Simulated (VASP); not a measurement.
Wanted: the native input for a VASP 6.6.1 run.

```
Task                   : single point
Functional             : r2SCAN
Potentials or basis    : VASP PAW PBE potentials, release 64 (Ru_pv, S)
Cutoff                 : 520 eV
k mesh                 : 4 × 4 × 4
Occupations            : fermi-dirac, width 0.02 eV
Spin                   : no spin polarisation
Dipole correction      : no
Further INCAR settings : ALGO = Normal; EDIFF = 1e-07; NBANDS = 64
```

Crystal: RuS2.

```xyz
12
Lattice="5.6319 0.0000 0.0000 0.0000 5.6319 0.0000 0.0000 0.0000 5.6319" Properties=species:S:1:pos:R:3 pbc="T T T"
Ru    0.0000    2.8160    2.8160
Ru    2.8160    2.8160    0.0000
Ru    2.8160    0.0000    2.8160
Ru    0.0000    0.0000    0.0000
S     2.1847    0.6312    5.0007
S     0.6312    5.0007    2.1847
S     5.0007    2.1847    0.6312
S     3.4472    3.4472    3.4472
S     2.1847    2.1847    2.1847
S     0.6312    3.4472    5.0007
S     5.0007    0.6312    3.4472
S     3.4472    5.0007    0.6312
```

One way to write it, as run:

POSCAR

```
RuS2
1.0
    5.6319165433      0.0000000000      0.0000000000
    0.0000000000      5.6319165433      0.0000000000
    0.0000000000      0.0000000000      5.6319165433
Ru S
4 8
Direct
    0.0000000000      0.5000000000      0.5000000000
    0.5000000000      0.5000000000      0.0000000000
    0.5000000000      0.0000000000      0.5000000000
    0.0000000000      0.0000000000      0.0000000000
    0.3879160855      0.1120839145      0.8879160855
    0.1120839145      0.8879160855      0.3879160855
    0.8879160855      0.3879160855      0.1120839145
    0.6120839145      0.6120839145      0.6120839145
    0.3879160855      0.3879160855      0.3879160855
    0.1120839145      0.6120839145      0.8879160855
    0.8879160855      0.1120839145      0.6120839145
    0.6120839145      0.8879160855      0.1120839145
```

INCAR.step1

```
PREC = Accurate ; ENCUT = 520
ISMEAR = -1 ; SIGMA = 0.02
LREAL = False ; LASPH = True
NELM = 60 ; NBANDS = 64
GGA = PE ; ALGO = Normal
EDIFF = 1E-4 ; LWAVE = True
LCHARG = False
```

INCAR.step2

```
PREC = Accurate ; ENCUT = 520
EDIFF = 1E-7 ; ISMEAR = -1
SIGMA = 0.02 ; LREAL = False
LASPH = True ; NELM = 60
ALGO = Normal ; ISIF = 2
LWAVE = False ; LCHARG = True
METAGGA = R2SCAN ; LMIXTAU = True
LELF = True ; LVHAR = True
NBANDS = 64 ; ISTART = 1
```

KPOINTS

```
Automatic mesh
0
Gamma
  4 4 4
```

Potentials or basis: VASP PAW PBE potentials, release 64 (Ru_pv, S).

The run is started by

```sh
$ cat potpaw_PBE.64/Ru_pv/POTCAR potpaw_PBE.64/S/POTCAR > POTCAR
$ cp INCAR.step1 INCAR
$ mpirun -np 1 vasp_std > vasp.out
$ cp INCAR.step2 INCAR
$ mpirun -np 1 vasp_std > vasp.out
```

Results of the run:

```json
{
  "Pressure": "-0.1 GPa",
  "Largest force": "0.043 eV/Å",
  "Band gap on the k mesh": "0.90 eV (least direct gap 1.14 eV)"
}
```

Caveat: the PAW data sets were made with another functional, which shifts forces and pressure a little.

Wall time 4.1 min on 1 thread of Intel(R) Xeon(R) 6975P-C (Granite Rapids) (shared host), peak memory 0.31 GiB.
